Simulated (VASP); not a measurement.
# Sc2SnSe5 (I4/mmm) in VASP: relaxation of cell and atoms with PBE

Aim: the relaxation of cell and atoms of Sc2SnSe5 with PBE.

All numbers are computed with VASP 6.6.1; they aren't measurements. Logs are shortened: lines on timing, memory, paths and dates and some standing lists are left out, and cuts for length are marked.

**1. The cell of the first run**

It takes space group I4/mmm (No. 139, tetragonal). Conventional cell: a = 4.782 Å, b = 4.782 Å, c = 17.136 Å, α = 90.00°, β = 90.00°, γ = 90.00°. Sc (site symmetry 4mm) has 8 Se at 2.95 to 3.02 Å and 4 Sc at 3.38 Å within 3.9 Å. Sn (site symmetry 4/mmm) has 12 Se at 3.38 to 3.46 Å and 2 Sc at 4.34 Å within 4.4 Å. Se (site symmetry 2mm) has 4 Sc at 2.95 to 3.02 Å and 7 Se at 3.38 to 3.57 Å and 2 Sn at 3.46 Å within 3.9 Å. Within 4.4 Å of Se (site symmetry 4/mmm) lie 4 Sn at 3.38 Å and 8 Se at 3.46 Å and 2 Sc at 4.23 Å.

The cell was generated, and may not be a known phase.

**2. Relaxation of cell and atoms, PBE**

Input file INCAR:

```
SYSTEM = Sc2SnSe5
PREC = Accurate
ENCUT = 600
EDIFF = 1E-6
ISMEAR = 0
SIGMA = 0.15
LREAL = .FALSE.
LASPH = .TRUE.
NELM = 100
ALGO = Normal
ISIF = 3
LWAVE = .FALSE.
LCHARG = .FALSE.
GGA = PE
IBRION = 2
NSW = 36
EDIFFG = -0.08
```

Input file KPOINTS:

```
Automatic mesh
0
G
  4 4 4
  0 0 0
```

Input file POSCAR:

```
Sc2SnSe5
1.0
   -2.3909355200      2.3909355200      8.5680086500
    2.3909355200     -2.3909355200      8.5680086500
    2.3909355200      2.3909355200     -8.5680086500
Sc Sn Se
2 1 5
Direct
    0.2465661300      0.2465661300      0.0000000000
    0.7534338700      0.7534338700      0.0000000000
    0.5000000000      0.5000000000      0.0000000000
    0.6459534000      0.1459534000      0.5000000000
    0.3540466000      0.8540466000      0.5000000000
    0.1459534000      0.6459534000      0.5000000000
    0.8540466000      0.3540466000      0.5000000000
    0.0000000000      0.0000000000      0.0000000000
```

Potentials or basis: VASP PAW PBE potentials, release 64 (Sc_sv, Sn_d, Se).

On the command line:

```bash
$ cat potpaw_PBE.64/Sc_sv/POTCAR potpaw_PBE.64/Sn_d/POTCAR potpaw_PBE.64/Se/POTCAR > POTCAR
$ mpirun -np 1 vasp_std > vasp.out
```

OUTCAR:

```text
SYSTEM = Sc2SnSe5
   PREC = Accurate
   ENCUT = 600
   EDIFF = 1E-6
   ISMEAR = 0
   LREAL = .FALSE.
   LASPH = .TRUE.
   NELM = 100
   ISIF = 3
   GGA = PE
   IBRION = 2
   NSW = 36
   EDIFFG = -0.08

 ion  position               nearest neighbor table
   1  0.247  0.247  0.000-   4 2.95   6 2.95   6 2.95   4 2.95   5 3.02   7 3.02   7 3.02   5 3.02
                             2 3.38   2 3.38   2 3.38   2 3.38
   2  0.753  0.753  0.000-   5 2.95   7 2.95   5 2.95   7 2.95   4 3.02   6 3.02   4 3.02   6 3.02
                             1 3.38   1 3.38   1 3.38   1 3.38
   3  0.500  0.500  0.000-
   4  0.646  0.146  0.500-   1 2.95   1 2.95   2 3.02   2 3.02
   5  0.354  0.854  0.500-   2 2.95   2 2.95   1 3.02   1 3.02
   6  0.146  0.646  0.500-   1 2.95   1 2.95   2 3.02   2 3.02
   7  0.854  0.354  0.500-   2 2.95   2 2.95   1 3.02   1 3.02
   8  0.000  0.000  0.000-

  LATTYP: Found a body centered tetragonal cell.
 ALAT       =     4.7818710400
 C/A-ratio  =     3.5835381500

  Lattice vectors:

 A1 = (  -2.3909355200,   2.3909355200,   8.5680086500)
 A2 = (   2.3909355200,  -2.3909355200,   8.5680086500)
 A3 = (   2.3909355200,   2.3909355200,  -8.5680086500)

Analysis of symmetry for initial positions (statically):
=====================================================================
 Subroutine PRICEL returns:
 Original cell was already a primitive cell.

 Routine SETGRP: Setting up the symmetry group for a
 body centered tetragonal supercell.

 Subroutine GETGRP returns: Found 16 space group operations
 (whereof 16 operations were pure point group operations)
 out of a pool of 16 trial point group operations.

The static configuration has the point symmetry D_4h.

Analysis of symmetry for dynamics (positions and initial velocities):
=====================================================================
 Subroutine PRICEL returns:
 Original cell was already a primitive cell.

 Routine SETGRP: Setting up the symmetry group for a
 body centered tetragonal supercell.

 Subroutine GETGRP returns: Found 16 space group operations
 (whereof 16 operations were pure point group operations)
 out of a pool of 16 trial point group operations.

The dynamic configuration has the point symmetry D_4h.

 Subroutine INISYM returns: Found 16 space group operations
 (whereof 16 operations are pure point group operations),
 and found     1 'primitive' translations

----------------------------------------------------------------------------------------

                                     Primitive cell

  volume of cell :     195.9186

  direct lattice vectors                    reciprocal lattice vectors
    -2.390935520  2.390935520  8.568008650     0.000000000  0.209123164  0.058356617
     2.390935520 -2.390935520  8.568008650     0.209123164  0.000000000  0.058356617
     2.390935520  2.390935520 -8.568008650     0.209123164  0.209123164  0.000000000

  length of vectors
     9.211075808  9.211075808  9.211075808     0.217112856  0.217112856  0.295744814

  position of ions in fractional coordinates (direct lattice)
     0.246566130  0.246566130  0.000000000
     0.753433870  0.753433870  0.000000000
     0.500000000  0.500000000  0.000000000
     0.645953400  0.145953400  0.500000000
     0.354046600  0.854046600  0.500000000
     0.145953400  0.645953400  0.500000000
     0.854046600  0.354046600  0.500000000
     0.000000000  0.000000000  0.000000000

  ion indices of the primitive-cell ions
   primitive index   ion index
                 1           1
                 2           2
                 3           3
                 4           4
                 5           5
                 6           6
                 7           7
                 8           8

----------------------------------------------------------------------------------------

 KPOINTS: Automatic mesh

Automatic generation of k-mesh.
 Grid dimensions read from file:
 generate k-points for:    4    4    4

 Generating k-lattice:

  Cartesian coordinates                     Fractional coordinates (reciprocal lattice)
     0.000000000  0.052280791  0.014589154     0.250000000  0.000000000  0.000000000
     0.052280791  0.000000000  0.014589154     0.000000000  0.250000000  0.000000000
     0.052280791  0.052280791  0.000000000     0.000000000  0.000000000  0.250000000

  Length of vectors
     0.054278214  0.054278214  0.073936204

  Shift w.r.t. Gamma in fractional coordinates (k-lattice)
     0.000000000  0.000000000  0.000000000

 Subroutine IBZKPT returns following result:
 ===========================================

 Found     13 irreducible k-points:

 Following reciprocal coordinates:
            Coordinates               Weight
  0.000000  0.000000  0.000000      1.000000
  0.250000  0.000000  0.000000      8.000000
  0.500000  0.000000  0.000000      4.000000
  0.250000  0.250000  0.000000      8.000000
  0.500000  0.250000  0.000000     16.000000
 -0.250000  0.250000  0.000000      4.000000
  0.500000  0.500000  0.000000      2.000000
  0.250000  0.250000  0.250000      2.000000
 -0.250000  0.250000  0.250000      4.000000
  0.500000  0.500000  0.250000      4.000000
 -0.250000  0.500000  0.250000      8.000000
 -0.250000 -0.250000  0.250000      2.000000
  0.500000  0.500000  0.500000      1.000000
   k-points           NKPTS =     13   k-points in BZ     NKDIM =     13   number of bands    NBANDS=     39
   number of dos      NEDOS =    301   number of ions     NIONS =      8
   total plane-waves  NPLWV = 512000
   dimension x,y,z NGX =    80 NGY =   80 NGZ =   80
   dimension x,y,z NGXF=   160 NGYF=  160 NGZF=  160
   ions per type =               2   1   5
   NGX,Y,Z   is equivalent  to a cutoff of  14.44, 14.44, 14.44 a.u.
   NGXF,Y,Z  is equivalent  to a cutoff of  28.88, 28.88, 28.88 a.u.
 SYSTEM =  Sc2SnSe5
   PREC   = accura    normal or accurate (medium, high low for compatibility)
   ISTART =      0    job   : 0-new  1-cont  2-samecut
   ICHARG =      2    charge: 1-file 2-atom 10-const
   ISPIN  =      1    spin polarized calculation?
   LNONCOLLINEAR =      F non collinear calculations
   LSORBIT =      F    spin-orbit coupling
   LASPH  =      T    aspherical Exc in radial PAW
   ENCUT  =  600.0 eV  44.10 Ry    6.64 a.u.  18.40 18.40 18.40*2*pi/ulx,y,z
   NELM   =    100;   NELMIN=  2; NELMDL= -5     # of ELM steps
   EDIFF  = 0.1E-05   stopping-criterion for ELM
   LREAL  =      F    real-space projection
   EDIFFG = -.8E-01   stopping-criterion for IOM
   NSW    =     36    number of steps for IOM
   IBRION =      2    ionic relax: 0-MD 1-quasi-New 2-CG
   NFREE  =      1    steps in history (QN), initial steepest desc. (CG)
   ISIF   =      3    stress and relaxation
   ISYM   =      2    0-nonsym 1-usesym 2-fastsym
   POTIM  = 0.5000    time-step for ionic-motion
   TEBEG  =    0.0;   TEEND  =   0.0 temperature during run
   PSTRESS=    0.0 pullay stress
   NELECT =      66.0000    total number of electrons
   NUPDOWN=      -1.0000    fix difference up-down
   EMIN   =  10.00;   EMAX   =-10.00  energy-range for DOS
   EFERMI =   0.00;   METHOD = LEGACY
   ISMEAR =     0;   SIGMA  =   0.15  broadening in eV -4-tet -1-fermi 0-gaus
   EFERMI_NEDOS =   21; number of points for ismear=-14 and -15
   IALGO  =     38    algorithm
   IMIX   =      4    mixing-type and parameters
     AMIX     =   0.40;   BMIX     =  1.00
     AMIX_MAG =   1.60;   BMIX_MAG =  1.00
  volume/ion in A,a.u.               =      24.49       165.27
  Fermi-wavevector in a.u.,A,eV,Ry     =   1.139106  2.152599 17.654420  1.297563
  Thomas-Fermi vector in A             =   2.275810
   LORBIT       =      0    0 simple, 1 ext, 2 COOP (PROOUT), +10 PAW based schemes
   GGA     = PE    functional components
   LHFCALC =     F    Hartree Fock is set to
   AEXX    =    0.0000 exact exchange contribution
   IVDW    =     0    specifies the selected vdW correction
   LEPSILON=     F    determine dielectric tensor
   LRPA    =     F    only Hartree local field effects (RPA)
 conjugate gradient relaxation of ions
 non-spin polarized calculation
 Gauss-broadening in eV      SIGMA  =   0.15
  energy-cutoff  :      600.00
  volume of cell :      195.92
 maximum number of plane-waves:      6587
 NGX is ok and might be reduce to    80
   NGX = 37   NGY = 37   NGZ = 37

--------------------------------------- Ionic step        1  -------------------------------------------

 number of electron      66.0000003 magnetization

 Free energy of the ion-electron system (eV)
  ---------------------------------------------------
  ext. energy  EPLUGINS =         0.00000000
  ---------------------------------------------------
  free energy    TOTEN  =       -39.15525669 eV

  energy without entropy =      -39.06781154  energy(sigma->0) =      -39.11153412

 E-fermi :   4.0887     XC(G=0):  -9.7996

 val. band max:        4.0806275502   @ k =   0.5000   0.5000   0.5000
 cond. band min:       4.1077229819   @ k =   0.2500   0.2500   0.0000
 fundamental gap:      0.0270954317
 Fermi energy:         4.0886874764

 k-point     1 :       0.0000    0.0000    0.0000
  band No.  band energies     occupation
      1     -45.9212      2.00000
      2     -45.8966      2.00000
      3     -24.5599      2.00000
      4     -24.5542      2.00000
      5     -24.5542      2.00000
      6     -24.5227      2.00000
[... 31 lines left out ...]
     38       6.7375      0.00000
     39       6.8440      0.00000
[... 734 lines left out ...]
 POSITION                                       TOTAL-FORCE (eV/Angst)
 -----------------------------------------------------------------------------------
      0.00000      0.00000      3.73466         0.000000      0.000000     -0.041954
      0.00000      0.00000     11.32674         0.000000      0.000000      0.041954
      0.00000      0.00000      7.53070        -0.000000     -0.000000     -0.000000
      0.00000      2.43664      2.29567         0.000000     -0.000000      0.018989
      2.43664      0.00000      5.23503        -0.000000      0.000000     -0.018989
      2.43664      0.00000      2.29567        -0.000000      0.000000      0.018989
      0.00000      2.43664      5.23503         0.000000     -0.000000     -0.018989
      0.00000      0.00000      0.00000        -0.000000     -0.000000     -0.000000
 -----------------------------------------------------------------------------------
    total drift:                                0.000000     -0.000000      0.000000

  FREE ENERGIE OF THE ION-ELECTRON SYSTEM (eV)
  ---------------------------------------------------
  free  energy   TOTEN  =       -40.3101683630 eV

  energy  without entropy=      -40.2836964609  energy(sigma->0) =      -40.29693241

--------------------------------------- Ionic step        7  -------------------------------------------

 number of electron      66.0000000 magnetization

 Free energy of the ion-electron system (eV)
  ---------------------------------------------------
  ext. energy  EPLUGINS =         0.00000000
  ---------------------------------------------------
  free energy    TOTEN  =       -40.31547727 eV

  energy without entropy =      -40.29008950  energy(sigma->0) =      -40.30278339

 E-fermi :   5.1640     XC(G=0): -10.2495

 val. band max:        5.1564513276   @ k =  -0.2500  -0.2500   0.2500
 cond. band min:       5.2651294892   @ k =   0.5000   0.5000   0.5000
 fundamental gap:      0.1086781616
 Fermi energy:         5.1639885672

 k-point     1 :       0.0000    0.0000    0.0000
  band No.  band energies     occupation
      1     -44.5527      2.00000
      2     -44.5303      2.00000
      3     -23.2322      2.00000
      4     -23.2322      2.00000
      5     -23.2272      2.00000
      6     -23.1867      2.00000
[... 31 lines left out ...]
     38       7.5706      0.00000
     39       8.0044      0.00000
[... 515 lines left out ...]
 VOLUME and BASIS-vectors are now :
 -----------------------------------------------------------------------------
  energy-cutoff  :      600.00
  volume of cell :      177.00
      direct lattice vectors                 reciprocal lattice vectors
    -2.428859130  2.428859130  7.500797066     0.000000000  0.205857966  0.066659582
     2.428859130 -2.428859130  7.500797066     0.205857966  0.000000000  0.066659582
     2.428859130  2.428859130 -7.500797066     0.205857966  0.205857966  0.000000000

 POSITION                                       TOTAL-FORCE (eV/Angst)
 -----------------------------------------------------------------------------------
      0.00000      0.00000      3.72029        -0.000000     -0.000000     -0.031178
      0.00000      0.00000     11.28131         0.000000      0.000000      0.031178
      0.00000      0.00000      7.50080        -0.000000     -0.000000      0.000000
      0.00000      2.42886      2.29182        -0.000000     -0.000000     -0.066548
      2.42886      0.00000      5.20898        -0.000000     -0.000000      0.066548
      2.42886      0.00000      2.29182         0.000000      0.000000     -0.066548
      0.00000      2.42886      5.20898         0.000000      0.000000      0.066548
      0.00000      0.00000      0.00000        -0.000000     -0.000000      0.000000
 -----------------------------------------------------------------------------------
    total drift:                                0.000000     -0.000000     -0.000000

  FREE ENERGIE OF THE ION-ELECTRON SYSTEM (eV)
  ---------------------------------------------------
  free  energy   TOTEN  =       -40.3154772742 eV

  energy  without entropy=      -40.2900895002  energy(sigma->0) =      -40.30278339

 reached required accuracy - stopping structural energy minimisation
```

It took 36 min on 1 thread of AMD EPYC 9R45 (Zen 5), shared host; peak memory 1.1 GiB.

Results:

```
Free energy                           : -40.3155 eV
Relaxed volume                        : 22.12 Å³/atom
Relaxed cell                          : a = 8.250 Å, b = 8.250 Å, c = 8.250 Å, α = 145.76°, β = 145.76°, γ = 49.21°
Space group after relaxing (to 0.1 Å) : I4/mmm (No. 139)
Energy gained by relaxing             : 145.0 meV/atom
Ionic steps                           : 7
Pressure after relaxing               : -0.1 GPa
Largest force after relaxing          : 0.067 eV/Å
Band gap on the k mesh                : zero (bands 33 and 34 overlap by 0.72 eV)
```

Forces on the atoms (eV/Å):
```
Sc   0.000  0.000 -0.031
Sc   0.000  0.000  0.031
Sn   0.000  0.000  0.000
Se   0.000  0.000 -0.067
Se   0.000  0.000  0.067
Se   0.000  0.000 -0.067
Se   0.000  0.000  0.067
Se   0.000  0.000  0.000
```

The path:
```
step  energy change (eV)  largest force (eV/Å)  pressure (GPa)  volume (Å³)
   1              0.0000                1.2733           -5.05       195.92
   2             -0.7803                0.5044            1.53       174.68
   3             -0.8022                0.3303            3.09       171.11
   4             -1.1301                0.1453            1.71       173.01
   5             -1.1375                0.2541            1.55       173.29
   6             -1.1549                0.0420           -0.86       178.85
   7             -1.1602                0.0665           -0.11       177.00
```

Final structure:
```xyz
8
Lattice="-2.4289 2.4289 7.5008 2.4289 -2.4289 7.5008 2.4289 2.4289 -7.5008" Properties=species:S:1:pos:R:3 pbc="T T T"
Sc    0.0000    0.0000    3.7203
Sc    0.0000    0.0000   11.2813
Sn    0.0000    0.0000    7.5008
Se    0.0000    2.4289    2.2918
Se    2.4289    0.0000    5.2090
Se    2.4289    0.0000    2.2918
Se    0.0000    2.4289    5.2090
Se    0.0000    0.0000    0.0000
```

Caveat: spin-orbit coupling is left out, which moves the levels of the heavy elements; the relaxation stopped at a loose force limit of 0.08 eV/Å, so its end isn't a converged minimum.

The gap in the log of VASP goes by the Fermi energy; the results here count the filled bands.